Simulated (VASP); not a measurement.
Here is a VASP 6.6.1 calculation.

INCAR

```
SYSTEM = B
PREC     = Accurate       ! precision mode
ENCUT    = 520            ! plane-wave cutoff, eV
EDIFF    = 1E-7           ! SCF threshold, eV
ISMEAR   = 0              ! smearing method
SIGMA    = 0.1            ! smearing width, eV
LREAL    = .False.        ! projectors in reciprocal space
LASPH    = .True.         ! aspherical terms in the spheres
NELM     = 100            ! most SCF steps
ALGO     = Normal         ! electronic algorithm
ISIF     = 2              ! what is computed and relaxed
LWAVE    = .False.        ! write WAVECAR
LCHARG   = .True.         ! write CHGCAR
GGA      = PE             ! functional
LELF     = .True.         ! ELF
LVHAR    = .True.       
NBANDS   = 20             ! bands
```

KPOINTS

```
regular mesh
0
Gamma
  18 18 4
  0 0 0
```

File POSCAR:

```
B
1.0
    2.3511630953      0.0000000000      0.0000000000
   -1.1755815476      2.0361669690      0.0000000000
    0.0000000000      0.0000000000      9.4936397411
B
7
Direct
    0.3333333333      0.6666666667      0.7806833793
    0.6666666667      0.3333333333      0.9241602150
    0.3333333333      0.6666666667      0.0758397850
    0.6666666667      0.3333333333      0.2193166207
    0.3333333333      0.6666666667      0.3617941609
    0.0000000000      0.0000000000      0.5000000000
    0.6666666667      0.3333333333      0.6382058391
```

Potentials or basis: VASP PAW PBE potentials, release 64 (B).

Run with:

```sh
$ cat potpaw_PBE.64/B/POTCAR > POTCAR
$ mpirun -np 1 vasp_std > vasp.out
```

(1) Estimate the pressure.

Results:

(1) -0.1 GPa.
